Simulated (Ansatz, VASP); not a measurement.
# One calculation of MgTiC6N6, two programs

```
CELL_PARAMETERS angstrom
0.00000 5.18300 5.18300
5.18300 0.00000 5.18300
5.18300 5.18300 0.00000
ATOMIC_POSITIONS crystal
Mg 0.50000 0.50000 0.50000
Ti 0.00000 0.00000 0.00000
C 0.81304 0.18696 0.18696
C 0.18696 0.81304 0.18696
C 0.18696 0.18696 0.81304
C 0.18696 0.81304 0.81304
C 0.81304 0.18696 0.81304
C 0.81304 0.81304 0.18696
N 0.70017 0.29983 0.29983
N 0.29983 0.70017 0.29983
N 0.29983 0.29983 0.70017
N 0.29983 0.70017 0.70017
N 0.70017 0.29983 0.70017
N 0.70017 0.70017 0.29983
```

Alike in both runs: task single point; functional PBE; k mesh 4 × 4 × 4; occupations gaussian, width 0.1 eV; collinear spin.

|  | VASP | Ansatz |
| --- | --- | --- |
| version | VASP 6.6.1 | Ansatz 0.2.0 |
| potentials or method | VASP PAW PBE potentials, release 64 (Mg, Ti_sv, C, N), cutoff 520 eV | scalar-relativistic, plane waves, PAW |
| valence electrons in the cell | 68 | 76 |

|  | VASP | Ansatz | Ansatz less VASP |
| --- | --- | --- | --- |
| gap on the k mesh at the Fermi level (eV) | 2.26 | 2.27 | +0.009 |
| least direct gap on the mesh (eV) | 2.27 | 2.28 | +0.009 |
| pressure (GPa) | 10.9 | 10.7 | -0.25 |
| rms of the force components (eV/Å) | 1.368 | 1.552 | +0.1832 |
| net moment per atom (μB) | 0.00 | 0.00 | 0.000 |

Atom by atom the forces differ by 0.222 eV/Å (rms over components). VASP's potentials hold 68 valence electrons a cell and Ansatz's 76, so a difference there can come from the potentials and not from the codes. Ansatz's warnings: seeded moment not kept.

Noted on VASP's run: the standard files for N, O and F lose accuracy on very short bonds.
